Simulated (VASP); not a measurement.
A run of VASP 6.6.1 is set up as follows.

POSCAR

```
HfO2
1.0
    3.3979831149      0.0000000000      0.0000000000
    0.0000000000      3.3979831149      0.0000000000
    0.0000000000      0.0000000000      5.2026739475
Hf O
2 4
Direct
    0.5000000000      0.5000000000      0.5000000000
    0.0000000000      0.0000000000      0.0000000000
    0.0000000000      0.5000000000      0.6961635355
    0.5000000000      0.0000000000      0.8038364645
    0.5000000000      0.0000000000      0.3038364645
    0.0000000000      0.5000000000      0.1961635355
```

File INCAR.step1:

```
PREC = Accurate
ENCUT = 520
ISMEAR = 0
SIGMA = 0.05
LREAL = F
LASPH = T
NELM = 80
NBANDS = 31
GGA = PE
ALGO = Normal
EDIFF = 1E-4
LWAVE = T
LCHARG = F
```

Contents of INCAR.step2:

```
PREC = Accurate
ENCUT = 520
EDIFF = 1E-6
ISMEAR = 0
SIGMA = 0.05
LREAL = F
LASPH = T
NELM = 80
ALGO = Normal
ISIF = 2
LWAVE = F
LCHARG = F
METAGGA = R2SCAN
LMIXTAU = T
NBANDS = 31
ISTART = 1
```

File KPOINTS:

```
Automatic mesh
0
Gamma
  6 6 6
```

Potentials or basis: VASP PAW PBE potentials, release 64 (Hf_pv, O).

The run is started by

```console
$ cat potpaw_PBE.64/Hf_pv/POTCAR potpaw_PBE.64/O/POTCAR > POTCAR
$ cp INCAR.step1 INCAR
$ mpirun -np 1 vasp_std > vasp.out
$ cp INCAR.step2 INCAR
$ mpirun -np 1 vasp_std > vasp.out
```

(1) Estimate the band gap on the k mesh.

(2) Predict the pressure.

(3) Estimate the largest force.

Answers

(1) 5.54 eV (least direct gap 5.62 eV).

(2) 30.5 GPa.

(3) 0.432 eV/Å.

Caveat: the cell differs from its parent crystal (strain -0.050 along x and y, +0.000 along z); the cell stands under pressure; the PAW data sets were made with another functional, which shifts forces and pressure a little; spin-orbit coupling is left out, which moves the levels of the heavy elements.
